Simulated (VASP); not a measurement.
Input of a VASP 6.6.1 run:

Contents of INCAR:

```
PREC = Accurate
ENCUT = 520
EDIFF = 1E-7
ISMEAR = -1
SIGMA = 0.05
LREAL = False
LASPH = True
NELM = 80
ALGO = Normal
ISIF = 2
LWAVE = False
LCHARG = False
GGA = PS
NBANDS = 16
```

KPOINTS

```
Automatic mesh
0
Gamma
  9 9 9
```

Contents of POSCAR:

```
HgTe
1.0
    0.0000000000      3.1590300000      3.2235000000
    3.1590300000      0.0000000000      3.2235000000
    3.1590300000      3.1590300000      0.0000000000
Hg Te
1 1
Direct
    0.0000000000      0.0000000000      0.0000000000
    0.7500000000      0.7500000000      0.7500000000
```

Potentials or basis: VASP PAW PBE potentials, release 64 (Hg, Te).

Run with:

```sh
$ cat potpaw_PBE.64/Hg/POTCAR potpaw_PBE.64/Te/POTCAR > POTCAR
$ mpirun -np 1 vasp_std > vasp.out
```

Problem. What does it give for the band gap on the k mesh?

Solution. Zero (filled and empty bands touch).

Problem. What does it give for the pressure?

Solution. 3.6 GPa.

Stress tensor (GPa, compression positive):
```
3.73 0.00 0.00
0.00 3.73 0.00
0.00 0.00 3.46
```

Caveat: the cell differs from its parent crystal (equal xx and yy strain of -2 %); the PAW data sets were made with another functional, which shifts forces and pressure a little; spin-orbit coupling is left out, which moves the levels of the heavy elements.
